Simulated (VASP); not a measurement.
Runs of VASP 6.6.1 on RbSi2. The structure is that of space group P-3m1 (No. 164), or close to it. The cells are those of the table. 

| task | cell | cutoff (eV) | gap on the mesh (eV) | pressure (GPa) | largest force (eV/Å) |
| --- | --- | --- | --- | --- | --- |
| single point | a = 4.050, b = 4.050, c = 6.397 Å, angles 90.0, 90.0, 120.0°, 3 atoms | 520 | none | (a) | - |
| relaxation of shape and atoms at fixed volume | relaxed from a = 3.904, b = 3.904, c = 5.884 Å, angles 90.0, 90.0, 120.0°, 3 atoms | 600 | none | 2.5 | - |
| relaxation of shape and atoms at fixed volume | relaxed from a = 3.848, b = 3.848, c = 5.668 Å, angles 90.0, 90.0, 120.0°, 3 atoms | 600 | none | 5.9 | 0.01 |
| relaxation of shape and atoms at fixed volume | relaxed from a = 3.876, b = 3.876, c = 5.777 Å, angles 90.0, 90.0, 120.0°, 3 atoms | 600 | none | 4.1 | - |
| single point | a = 3.972, b = 3.972, c = 6.047 Å, angles 90.0, 90.0, 120.0°, 3 atoms | 520 | none | 0.0 | 0.01 |

Alike in all rows: level PBE; potentials or basis VASP PAW PBE potentials, release 64 (Rb_sv, Si); no spin polarisation; k mesh 12 × 12 × 8; smearing gaussian 0.1 eV.

Problem. Fill in the values left out.

Solution. (a) -2.7.

A k mesh can miss the band edges, and the runs leave out spin-orbit coupling on Rb.

A gap of «none» marks levels without a gap at the run's occupations.
